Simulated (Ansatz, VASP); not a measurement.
# Two plane-wave programs on Ni

```
CELL_PARAMETERS angstrom
2.28975 0.00000 0.00000
0.00000 2.28975 0.00000
0.00000 0.00000 2.28975
ATOMIC_POSITIONS crystal
Ni 0.00000 0.00000 0.00000
```

Alike in both runs: task single point; functional LDA; k mesh 23 × 23 × 23; occupations fermi-dirac, width 0.05 eV; collinear spin.

```csv
,VASP,Ansatz
version,VASP 6.6.1,Ansatz 0.2.0
potentials or method,"VASP PAW LDA potentials, release 64 (Ni), cutoff 520 eV","plane waves (420 eV) with PAW, scalar-relativistic"
valence electrons in the cell,10,18
```

|  | VASP | Ansatz | Ansatz less VASP |
| --- | --- | --- | --- |
| pressure (GPa) | -6.9 | -6.7 | +0.21 |
| net moment per atom (μB) | 0.45 | 0.50 | +0.046 |
| size of the moment on the site where the two differ most (μB) | 0.45 | 0.50 | +0.053 |

Ansatz warns that its potentials were made for another functional, while VASP's fit it. LDA's correlation is that of Perdew and Zunger in VASP and of Perdew and Wang (1992) in Ansatz. Site moments also hang on the region over which each program counts them. VASP's potentials hold 10 valence electrons a cell and Ansatz's 18, so a difference there can come from the potentials and not from the codes.
